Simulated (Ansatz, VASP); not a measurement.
# Two plane-wave programs on TiB

File POSCAR:

```
TiB
1.0
    0.0000000000      2.2122036100      2.2122036100
    2.2122036100      0.0000000000      2.2122036100
    2.2122036100      2.2122036100      0.0000000000
Ti B
1 1
Direct
    0.0000000000      0.0000000000      0.0000000000
    0.5000000000      0.5000000000      0.5000000000
```

Contents of INCAR.step1:

```
PREC     = Accurate       # precision mode
ENCUT    = 600            # plane-wave cutoff, eV
ISMEAR   = 0              # smearing method
SIGMA    = 0.1            # smearing width, eV
LREAL    = F              # projectors in reciprocal space
LASPH    = T              # aspherical terms in the spheres
NELM     = 80             # most SCF steps
GGA      = PE             # functional
ALGO     = Normal         # electronic algorithm
EDIFF    = 1E-4           # SCF threshold, eV
LWAVE    = T              # write WAVECAR
LCHARG   = F              # write CHGCAR
```

INCAR.step2

```
PREC     = Accurate       # precision mode
ENCUT    = 600            # plane-wave cutoff, eV
EDIFF    = 1E-6           # SCF threshold, eV
ISMEAR   = 0              # smearing method
SIGMA    = 0.1            # smearing width, eV
LREAL    = F              # projectors in reciprocal space
LASPH    = T              # aspherical terms in the spheres
NELM     = 80             # most SCF steps
ALGO     = Normal         # electronic algorithm
ISIF     = 3              # what is computed and relaxed
LWAVE    = F              # write WAVECAR
LCHARG   = F              # write CHGCAR
METAGGA  = R2SCAN         # meta-GGA
LMIXTAU  = T            
IBRION   = 2              # ionic algorithm
NSW      = 80             # ionic steps
EDIFFG   = -0.05          # ionic threshold
ISTART   = 1
```

KPOINTS

```
regular mesh
0
Gamma
  8 8 8
```

Input for Ansatz:

```yaml
crystal:
  lattice:
    - [0.0, 2.21220361, 2.21220361]
    - [2.21220361, 0.0, 2.21220361]
    - [2.21220361, 2.21220361, 0.0]
  atoms:
    - { symbol: Ti, position: [0.0, 0.0, 0.0] }
    - { symbol: B, position: [0.5, 0.5, 0.5] }
basis:
  ecutwfc: 500
kpoints:
  mp_grid: { grid: [8, 8, 8] }
hamiltonian:
  xc: r2scan
scf:
  occupations: { method: gaussian, width: 0.1 }
output:
  forces: true
  stress: true
  eigenvalues: true
relax:
  adjacent_minimum: "off"
  f_tol: 0.05
  max_steps: 60
  cell: { stress_tol: 0.5 }
```

Alike in both runs: task relaxation of cell and atoms; functional r2SCAN; k mesh 8 × 8 × 8; occupations gaussian, width 0.1 eV; no spin polarisation.

```csv
,VASP,Ansatz
version,VASP 6.6.1,Ansatz 0.2.0
potentials or method,"VASP PAW PBE potentials, release 64 (Ti_sv, B), cutoff 600 eV","scalar-relativistic, plane waves, PAW"
valence electrons in the cell,15,15
```

Ansatz gave:

```
gap on the k mesh at the Fermi level, each at its own relaxed structure (eV)  : none
relaxed volume (Å³/atom)                                                      : 11.60
relaxed length of the cell vector where the two differ most in proportion (Å) : 3.201
```

Question: What did VASP give for the same quantities?

Answer: gap on the k mesh at the Fermi level, each at its own relaxed structure (eV): none; relaxed volume (Å³/atom): 11.65; relaxed length of the cell vector where the two differ most in proportion (Å): 3.206.

VASP's potentials were made for PBE, not for r2SCAN. A gap of «none» marks a metal or a gap that the smearing closes.
